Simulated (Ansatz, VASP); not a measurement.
# MgZn4O: VASP beside Ansatz

```xyz
6
Lattice="5.3085 0.0000 0.0000 -2.6542 4.5973 0.0000 0.0000 0.0000 3.8514" Properties=species:S:1:pos:R:3 pbc="T T T"
Mg    0.0000    0.0000    0.0000
Zn    2.6542    1.5324    0.0000
Zn    0.0000    4.5562    1.9257
Zn   -1.2916    2.3192    1.9257
Zn    1.2916    2.3192    1.9257
O     0.0000    3.0649    0.0000
```

Change from the starting cell: species swapped into the HoCu4Ni type (P-6m2, No. 187).

Alike in both runs: functional PBE; k mesh 4 × 4 × 4; occupations gaussian, width 0.2 eV; no spin polarisation.

Ansatz relaxed the structure, and its values are those at the end. VASP's run is a single point on that final structure, the one shown.

```csv
,VASP,Ansatz
version,VASP 6.6.1,Ansatz 0.2.0
potentials or method,"VASP PAW PBE potentials, release 64 (Mg_sv, Zn, O), cutoff 750 eV","scalar-relativistic, plane waves, PAW"
valence electrons in the cell,64,64
```

```tsv
	VASP	Ansatz	Ansatz less VASP
gap on the k mesh at the Fermi level (eV)	none	none	-
pressure (GPa)	0.3	0.2	-0.09
rms of the force components (eV/Å)	0.016	0.018	+0.0014
```

A gap of «none» marks a metal or a gap that the smearing closes. The functional is the same, so the differences come from potentials, cutoffs and numerics.

The k mesh is coarse, so the values compare programs but aren't converged.
